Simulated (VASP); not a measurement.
# HfSiO4 (F-43m) in VASP: a series of runs

The runs below take HfSiO4 through single point, relaxation of cell and atoms, with PBE.

Everything below comes from runs of VASP 6.6.1. Logs are shortened: lines on timing, memory, paths and dates and some standing lists are left out, and cuts for length are marked.

## Step 1: The cell of the first run

It takes space group F-43m (No. 216, cubic). The conventional cell has a = 6.912 Å, b = 6.912 Å, c = 6.912 Å, α = 90.00°, β = 90.00°, γ = 90.00°. Within 3.8 Å of Hf (site symmetry -43m) lie 12 O at 2.85 Å and 6 Si at 3.46 Å. Within 2.1 Å of Si (site symmetry -43m) lie 4 O at 1.58 Å. Within 2.1 Å of O (site symmetry 3m) lie 1 Si at 1.58 Å.

## Step 2: Single point, PBE

INCAR reads:

```
PREC = Accurate
ENCUT = 520
EDIFF = 1E-6
ISMEAR = 0
SIGMA = 0.1
LREAL = F
LASPH = T
NELM = 80
ALGO = Normal
ISIF = 2
LWAVE = F
LCHARG = F
GGA = PE
NBANDS = 28
```

KPOINTS reads:

```
regular mesh
0
Gamma
  4 4 4
```

POSCAR reads:

```
HfSiO4
1.0
    0.0000000000      3.4559562335      3.4559562335
    3.4559562335      0.0000000000      3.4559562335
    3.4559562335      3.4559562335      0.0000000000
Hf Si O
1 1 4
Direct
    0.5000000000      0.5000000000      0.5000000000
    0.0000000000      0.0000000000      0.0000000000
    0.1322840386      0.6031478841      0.1322840386
    0.1322840386      0.1322840386      0.6031478841
    0.6031478841      0.1322840386      0.1322840386
    0.1322840386      0.1322840386      0.1322840386
```

Potentials or basis: VASP PAW PBE potentials, release 64 (Hf_pv, Si, O).

The run is started by

```sh
> cat potpaw_PBE.64/Hf_pv/POTCAR potpaw_PBE.64/Si/POTCAR potpaw_PBE.64/O/POTCAR > POTCAR
> mpirun -np 1 vasp_std > vasp.out
```

OUTCAR:

```text
PREC = Accurate
   ENCUT = 520
   EDIFF = 1E-6
   ISMEAR = 0
   LREAL = F
   LASPH = T
   NELM = 80
   ISIF = 2
   GGA = PE

 ion  position               nearest neighbor table
   1  0.500  0.500  0.500-   3 2.85   4 2.85   4 2.85   5 2.85   3 2.85   5 2.85   6 2.85   6 2.85
                             6 2.85   3 2.85   4 2.85   5 2.85   2 3.46   2 3.46   2 3.46   2 3.46
   2  0.000  0.000  0.000-   6 1.58   4 1.58   5 1.58   3 1.58   1 3.46   1 3.46   1 3.46   1 3.46
                             1 3.46   1 3.46
   3  0.132  0.603  0.132-   2 1.58   1 2.85   1 2.85   1 2.85
   4  0.132  0.132  0.603-   2 1.58   1 2.85   1 2.85   1 2.85
   5  0.603  0.132  0.132-   2 1.58   1 2.85   1 2.85   1 2.85
   6  0.132  0.132  0.132-   2 1.58   1 2.85   1 2.85   1 2.85

  LATTYP: Found a face centered cubic cell.
 ALAT       =     6.9119124670

  Lattice vectors:

 A1 = (   0.0000000000,   3.4559562335,   3.4559562335)
 A2 = (   3.4559562335,   0.0000000000,   3.4559562335)
 A3 = (   3.4559562335,   3.4559562335,   0.0000000000)

Analysis of symmetry for initial positions (statically):
=====================================================================
 Subroutine PRICEL returns:
 Original cell was already a primitive cell.

 Routine SETGRP: Setting up the symmetry group for a
 face centered cubic supercell.

 Subroutine GETGRP returns: Found 24 space group operations
 (whereof 24 operations were pure point group operations)
 out of a pool of 48 trial point group operations.

The static configuration has the point symmetry T_d .

Analysis of symmetry for dynamics (positions and initial velocities):
=====================================================================
 Subroutine PRICEL returns:
 Original cell was already a primitive cell.

 Routine SETGRP: Setting up the symmetry group for a
 face centered cubic supercell.

 Subroutine GETGRP returns: Found 24 space group operations
 (whereof 24 operations were pure point group operations)
 out of a pool of 48 trial point group operations.

The dynamic configuration has the point symmetry T_d .

 Subroutine INISYM returns: Found 24 space group operations
 (whereof 24 operations are pure point group operations),
 and found     1 'primitive' translations

----------------------------------------------------------------------------------------

                                     Primitive cell

  volume of cell :      82.5533

  direct lattice vectors                    reciprocal lattice vectors
     0.000000000  3.455956233  3.455956233    -0.144677758  0.144677758  0.144677758
     3.455956233  0.000000000  3.455956233     0.144677758 -0.144677758  0.144677758
     3.455956233  3.455956233  0.000000000     0.144677758  0.144677758 -0.144677758

  length of vectors
     4.887460176  4.887460176  4.887460176     0.250589228  0.250589228  0.250589228

  position of ions in fractional coordinates (direct lattice)
     0.500000000  0.500000000  0.500000000
     0.000000000  0.000000000  0.000000000
     0.132284039  0.603147884  0.132284039
     0.132284039  0.132284039  0.603147884
     0.603147884  0.132284039  0.132284039
     0.132284039  0.132284039  0.132284039

  ion indices of the primitive-cell ions
   primitive index   ion index
                 1           1
                 2           2
                 3           3
                 4           4
                 5           5
                 6           6

----------------------------------------------------------------------------------------

 KPOINTS: regular mesh

Automatic generation of k-mesh.
 Grid dimensions read from file:
 generate k-points for:    4    4    4

 Generating k-lattice:

  Cartesian coordinates                     Fractional coordinates (reciprocal lattice)
    -0.036169440  0.036169440  0.036169440     0.250000000  0.000000000  0.000000000
     0.036169440 -0.036169440  0.036169440     0.000000000  0.250000000  0.000000000
     0.036169440  0.036169440 -0.036169440     0.000000000  0.000000000  0.250000000

  Length of vectors
     0.062647307  0.062647307  0.062647307

  Shift w.r.t. Gamma in fractional coordinates (k-lattice)
     0.000000000  0.000000000  0.000000000

 Subroutine IBZKPT returns following result:
 ===========================================

 Found      8 irreducible k-points:

 Following reciprocal coordinates:
            Coordinates               Weight
  0.000000  0.000000  0.000000      1.000000
  0.250000  0.000000  0.000000      8.000000
  0.500000  0.000000  0.000000      4.000000
  0.250000  0.250000  0.000000      6.000000
  0.500000  0.250000  0.000000     24.000000
 -0.250000  0.250000  0.000000     12.000000
  0.500000  0.500000  0.000000      3.000000
 -0.250000  0.500000  0.250000      6.000000
   k-points           NKPTS =      8   k-points in BZ     NKDIM =      8   number of bands    NBANDS=     28
   number of dos      NEDOS =    301   number of ions     NIONS =      6
   total plane-waves  NPLWV =  46656
   dimension x,y,z NGX =    36 NGY =   36 NGZ =   36
   dimension x,y,z NGXF=    72 NGYF=   72 NGZF=   72
   ions per type =               1   1   4
   NGX,Y,Z   is equivalent  to a cutoff of  12.25, 12.25, 12.25 a.u.
   NGXF,Y,Z  is equivalent  to a cutoff of  24.49, 24.49, 24.49 a.u.
 SYSTEM =  unknown system
   PREC   = accura    normal or accurate (medium, high low for compatibility)
   ISTART =      0    job   : 0-new  1-cont  2-samecut
   ICHARG =      2    charge: 1-file 2-atom 10-const
   ISPIN  =      1    spin polarized calculation?
   LNONCOLLINEAR =      F non collinear calculations
   LSORBIT =      F    spin-orbit coupling
   LASPH  =      T    aspherical Exc in radial PAW
   ENCUT  =  520.0 eV  38.22 Ry    6.18 a.u.   9.09  9.09  9.09*2*pi/ulx,y,z
   NELM   =     80;   NELMIN=  2; NELMDL= -5     # of ELM steps
   EDIFF  = 0.1E-05   stopping-criterion for ELM
   LREAL  =      F    real-space projection
   EDIFFG = 0.1E-04   stopping-criterion for IOM
   NSW    =      0    number of steps for IOM
   IBRION =     -1    ionic relax: 0-MD 1-quasi-New 2-CG
   NFREE  =      0    steps in history (QN), initial steepest desc. (CG)
   ISIF   =      2    stress and relaxation
   ISYM   =      2    0-nonsym 1-usesym 2-fastsym
   POTIM  = 0.5000    time-step for ionic-motion
   TEBEG  =    0.0;   TEEND  =   0.0 temperature during run
   PSTRESS=    0.0 pullay stress
   NELECT =      38.0000    total number of electrons
   NUPDOWN=      -1.0000    fix difference up-down
   EMIN   =  10.00;   EMAX   =-10.00  energy-range for DOS
   EFERMI =   0.00;   METHOD = LEGACY
   ISMEAR =     0;   SIGMA  =   0.10  broadening in eV -4-tet -1-fermi 0-gaus
   EFERMI_NEDOS =   21; number of points for ismear=-14 and -15
   IALGO  =     38    algorithm
   IMIX   =      4    mixing-type and parameters
     AMIX     =   0.40;   BMIX     =  1.00
     AMIX_MAG =   1.60;   BMIX_MAG =  1.00
  volume/ion in A,a.u.               =      13.76        92.85
  Fermi-wavevector in a.u.,A,eV,Ry     =   1.264031  2.388673 21.739047  1.597775
  Thomas-Fermi vector in A             =   2.397357
   LORBIT       =      0    0 simple, 1 ext, 2 COOP (PROOUT), +10 PAW based schemes
   GGA     = PE    functional components
   LHFCALC =     F    Hartree Fock is set to
   AEXX    =    0.0000 exact exchange contribution
   IVDW    =     0    specifies the selected vdW correction
   LEPSILON=     F    determine dielectric tensor
   LRPA    =     F    only Hartree local field effects (RPA)
 non-spin polarized calculation
 Gauss-broadening in eV      SIGMA  =   0.10
  energy-cutoff  :      520.00
  volume of cell :       82.55
 maximum number of plane-waves:      2252
   NGX = 19   NGY = 19   NGZ = 19

 number of electron      38.0000005 magnetization

 Free energy of the ion-electron system (eV)
  ---------------------------------------------------
  ext. energy  EPLUGINS =         0.00000000
  ---------------------------------------------------
  free energy    TOTEN  =       -42.32131268 eV

  energy without entropy =      -42.31818795  energy(sigma->0) =      -42.31975031

 E-fermi :   3.1982     XC(G=0):  -9.8721

 val. band max:        3.0740548826   @ k =   0.5000   0.0000   0.0000
 cond. band min:       3.2069137443   @ k =   0.0000   0.0000   0.0000
 fundamental gap:      0.1328588617
 Fermi energy:         3.1982318326

 k-point     1 :       0.0000    0.0000    0.0000
  band No.  band energies     occupation
      1     -30.5987      2.00000
      2     -30.5987      2.00000
      3     -30.5987      2.00000
      4     -16.4924      2.00000
      5     -13.9814      2.00000
      6     -13.9814      2.00000
[... 20 lines left out ...]
     27      11.0675      0.00000
     28      11.0675      0.00000

 k-point     2 :       0.2500    0.0000    0.0000
  band No.  band energies     occupation
      1     -30.6012      2.00000
      2     -30.5990      2.00000
      3     -30.5990      2.00000
      4     -16.2898      2.00000
      5     -14.3027      2.00000
      6     -13.9961      2.00000
[... 20 lines left out ...]
     27      11.7388      0.00000
     28      11.7749      0.00000

 k-point     3 :       0.5000    0.0000    0.0000
  band No.  band energies     occupation
      1     -30.6038      2.00000
      2     -30.5993      2.00000
      3     -30.5993      2.00000
      4     -16.0064      2.00000
      5     -14.6982      2.00000
      6     -14.0110      2.00000
[... 20 lines left out ...]
     27      11.9887      0.00000
     28      12.3175      0.00000

 k-point     4 :       0.2500    0.2500    0.0000
  band No.  band energies     occupation
      1     -30.6010      2.00000
      2     -30.5996      2.00000
      3     -30.5996      2.00000
      4     -16.2194      2.00000
      5     -14.4039      2.00000
      6     -14.0019      2.00000
[... 20 lines left out ...]
     27      11.7867      0.00000
     28      11.7867      0.00000

 k-point     5 :       0.5000    0.2500    0.0000
  band No.  band energies     occupation
      1     -30.6028      2.00000
      2     -30.6005      2.00000
      3     -30.5999      2.00000
      4     -15.9115      2.00000
      5     -14.8048      2.00000
      6     -14.0298      2.00000
[... 20 lines left out ...]
     27      11.0567      0.00000
     28      12.3132      0.00000

 k-point     6 :      -0.2500    0.2500    0.0000
  band No.  band energies     occupation
      1     -30.6023      2.00000
      2     -30.6006      2.00000
      3     -30.5993      2.00000
      4     -16.0246      2.00000
      5     -14.6595      2.00000
      6     -14.0274      2.00000
[... 20 lines left out ...]
     27      11.0599      0.00000
     28      12.2407      0.00000

 k-point     7 :       0.5000    0.5000    0.0000
  band No.  band energies     occupation
      1     -30.6032      2.00000
      2     -30.6005      2.00000
      3     -30.6005      2.00000
      4     -15.7807      2.00000
      5     -14.9714      2.00000
      6     -14.0218      2.00000
[... 20 lines left out ...]
     27      12.0161      0.00000
     28      12.0161      0.00000

 k-point     8 :      -0.2500    0.5000    0.2500
  band No.  band energies     occupation
      1     -30.6023      2.00000
      2     -30.6014      2.00000
      3     -30.6006      2.00000
      4     -15.7667      2.00000
      5     -14.9704      2.00000
      6     -14.0428      2.00000
[... 20 lines left out ...]
     27      10.9007      0.00000
     28      11.4299      0.00000

------------------------ aborting loop because EDIFF is reached ----------------------------------------

  FORCE on cell =-STRESS in cart. coord.  units (eV):
  Direction    XX          YY          ZZ          XY          YZ          ZX
  --------------------------------------------------------------------------------------
  -------------------------------------------------------------------------------------
  Total        0.0706113      0.0706113      0.0706113      0.0000000     -0.0000000     -0.0000000
  in kB        1.3704085      1.3704085      1.3704085      0.0000000     -0.0000000     -0.0000000
  external PRESSURE =       1.3704085 kB  Pullay stress =       0.0000000 kB

 VOLUME and BASIS-vectors are now :
 -----------------------------------------------------------------------------
  energy-cutoff  :      520.00
  volume of cell :       82.55
      direct lattice vectors                 reciprocal lattice vectors
     0.000000000  3.455956233  3.455956233    -0.144677758  0.144677758  0.144677758
     3.455956233  0.000000000  3.455956233     0.144677758 -0.144677758  0.144677758
     3.455956233  3.455956233  0.000000000     0.144677758  0.144677758 -0.144677758

 POSITION                                       TOTAL-FORCE (eV/Angst)
 -----------------------------------------------------------------------------------
      3.45596      3.45596      3.45596         0.000000     -0.000000     -0.000000
      0.00000      0.00000      0.00000         0.000000     -0.000000     -0.000000
      2.54162      0.91434      2.54162        -0.061110      0.061110     -0.061110
      2.54162      2.54162      0.91434        -0.061110     -0.061110      0.061110
      0.91434      2.54162      2.54162         0.061110     -0.061110     -0.061110
      0.91434      0.91434      0.91434         0.061110      0.061110      0.061110
 -----------------------------------------------------------------------------------
    total drift:                                0.000002      0.000002      0.000000

  FREE ENERGIE OF THE ION-ELECTRON SYSTEM (eV)
  ---------------------------------------------------
  free  energy   TOTEN  =       -42.3213126760 eV

  energy  without entropy=      -42.3181879453  energy(sigma->0) =      -42.31975031
```

Wall time 43 s (1 thread of Intel Xeon 8259CL, shared host); peak memory 0.21 GiB.

Results:

```yaml
Free_energy: -42.3213 eV
Pressure: 0.1 GPa
Largest_force: 0.106 eV/Å
Band_gap_on_the_k_mesh: 0.13 eV, indirect (least direct gap 0.15 eV)
```

Forces in eV/Å, atoms in the order of the input:
```
Hf   0.000  0.000  0.000
Si   0.000  0.000  0.000
O   -0.061  0.061 -0.061
O   -0.061 -0.061  0.061
O    0.061 -0.061 -0.061
O    0.061  0.061  0.061
```

Caveat: spin-orbit coupling is left out, which moves the levels of the heavy elements.

## Step 3: Single point, PBE

INCAR reads:

```
SYSTEM = HfSiO4
PREC = Accurate
ENCUT = 520
EDIFF = 1E-6
ISMEAR = 0
SIGMA = 0.01
LREAL = .False.
LASPH = .True.
NELM = 100
ALGO = Normal
ISIF = 2
LWAVE = .False.
LCHARG = .False.
GGA = PE
NBANDS = 28
```

KPOINTS reads:

```
Automatic mesh
0
Gamma
  10 10 10
  0 0 0
```

POSCAR reads:

```
HfSiO4
1.0
    0.0000000000      3.4559562335      3.4559562335
    3.4559562335      0.0000000000      3.4559562335
    3.4559562335      3.4559562335      0.0000000000
Hf Si O
1 1 4
Direct
    0.5000000000      0.5000000000      0.5000000000
    0.0000000000      0.0000000000      0.0000000000
    0.3968521159      0.8677159614      0.8677159614
    0.8677159614      0.8677159614      0.8677159614
    0.8677159614      0.8677159614      0.3968521159
    0.8677159614      0.3968521159      0.8677159614
```

Potentials or basis: VASP PAW PBE potentials, release 64 (Hf_pv, Si, O).

The run is started by

```sh
> cat potpaw_PBE.64/Hf_pv/POTCAR potpaw_PBE.64/Si/POTCAR potpaw_PBE.64/O/POTCAR > POTCAR
> mpirun -np 1 vasp_std > vasp.out
```

Wall time 3.5 min (1 thread of Intel Xeon 8259CL, shared host); peak memory 0.27 GiB.

The run converged. Its results:

| Property | Result |
| --- | --- |
| Free energy | -42.3286 eV |
| Pressure | 0.1 GPa |
| Largest force | 0.106 eV/Å |
| Band gap on the k mesh | 0.13 eV, indirect (least direct gap 0.15 eV) |

Forces on the atoms (eV/Å):
```
Hf   0.000  0.000  0.000
Si   0.000  0.000  0.000
O   -0.061  0.061  0.061
O   -0.061 -0.061 -0.061
O    0.061  0.061 -0.061
O    0.061 -0.061  0.061
```

Levels at points of the mesh, in eV from the valence-band top:
```
           k point  band 16  band 17  band 18  band 19  band 20  band 21  band 22  band 23
(0.00, 0.00, 0.00)    -0.42    -0.02    -0.02    -0.02     0.13     1.50     1.50     1.50
(0.50, 0.00, 0.00)    -2.32    -0.53    -0.53     0.00     0.73     1.80     1.80     1.99
(0.50, 0.50, 0.00)    -2.66    -1.65    -0.33    -0.33     0.95     1.43     1.45     1.45
```

Caveat: spin-orbit coupling is left out, which moves the levels of the heavy elements.

## Step 4: Relaxation of cell and atoms, PBE

INCAR reads:

```
  PREC = Accurate
  ENCUT = 600
  EDIFF = 1E-6
  ISMEAR = 0
  SIGMA = 0.01
  LREAL = False
  LASPH = True
  NELM = 100
  ALGO = Normal
  ISIF = 3
  LWAVE = False
  LCHARG = False
  GGA = PE
  IBRION = 2
  NSW = 100
  EDIFFG = -0.01
```

KPOINTS reads:

```
regular mesh
0
Gamma
  10 10 10
```

POSCAR is that of step 3.

The run is started by

```sh
> cat potpaw_PBE.64/Hf_pv/POTCAR potpaw_PBE.64/Si/POTCAR potpaw_PBE.64/O/POTCAR > POTCAR
> mpirun -np 1 vasp_std > vasp.out
```

Run time: 7.6 min. Hardware: 1 thread of Intel Xeon 8259CL, shared host; peak memory 0.32 GiB.

It converged, with:

```
Free energy                            : -42.3401 eV
Relaxed volume                         : 13.72 Å³/atom
Relaxed cell                           : a = 4.882 Å, b = 4.882 Å, c = 4.882 Å, α = 60.00°, β = 60.00°, γ = 60.00°
Space group after relaxing (to 0.05 Å) : F-43m (No. 216)
Energy gained by relaxing              : 0.1 meV/atom
Ionic steps                            : 4
Pressure after relaxing                : 0.1 GPa
Largest force after relaxing           : 0.003 eV/Å
Band gap on the k mesh                 : 0.13 eV, indirect (least direct gap 0.15 eV)
```

Forces on the atoms (eV/Å):
```
Hf   0.000  0.000  0.000
Si   0.000  0.000  0.000
O   -0.002  0.002  0.002
O   -0.002 -0.002 -0.002
O    0.002  0.002 -0.002
O    0.002 -0.002  0.002
```

Step by step:
```tsv
step	energy change (eV)	largest force (eV/Å)	pressure (GPa)	volume (Å³)
1	0.0000	0.0972	-0.09	82.55
2	0.0006	0.1772	-0.48	82.46
3	-0.0004	0.0074	-0.24	82.52
4	-0.0005	0.0034	0.08	82.29
```

Final structure:
```xyz
6
Lattice="0.0000 3.4523 3.4523 3.4523 0.0000 3.4523 3.4523 3.4523 0.0000" Properties=species:S:1:pos:R:3 pbc="T T T"
Hf    3.4523    3.4523    3.4523
Si    6.9046    6.9046    6.9046
O     5.9899    4.3670    4.3670
O     5.9899    5.9899    5.9899
O     4.3670    4.3670    5.9899
O     4.3670    5.9899    4.3670
```

Levels at points of the mesh, in eV from the valence-band top:
```tsv
k point	band 17	band 18	band 19	band 20	band 21	band 22
(0.00, 0.00, 0.00)	-0.02	-0.02	-0.02	0.13	1.51	1.51
(0.50, 0.00, 0.00)	-0.52	-0.52	0.00	0.73	1.81	1.81
(0.50, 0.50, 0.00)	-1.67	-0.33	-0.33	0.95	1.43	1.45
```

Caveat: spin-orbit coupling is left out, which moves the levels of the heavy elements. A k mesh can miss the band edges.

## Step 5: The runs side by side

```tsv
task	cell	k mesh	cutoff (eV)	smearing	gap on the mesh (eV)	pressure (GPa)	largest force (eV/Å)
single point	a = 4.887 Å, angles 60.0°, 6 atoms	4 × 4 × 4	520	gaussian 0.1 eV	0.13	0.1	0.11
single point	a = 4.887 Å, angles 60.0°, 6 atoms	10 × 10 × 10	520	gaussian 0.01 eV	0.13	0.1	0.11
relaxation of cell and atoms	relaxed from a = 4.887 Å, angles 60.0°, 6 atoms	10 × 10 × 10	600	gaussian 0.01 eV	0.13	0.1	-
```

Alike in all rows: level PBE; potentials or basis VASP PAW PBE potentials, release 64 (Hf_pv, Si, O); no spin polarisation.

Caveats: spin-orbit coupling is left out, which moves the levels of the heavy elements.

Absolute energies hang on the potentials; compare differences alone.
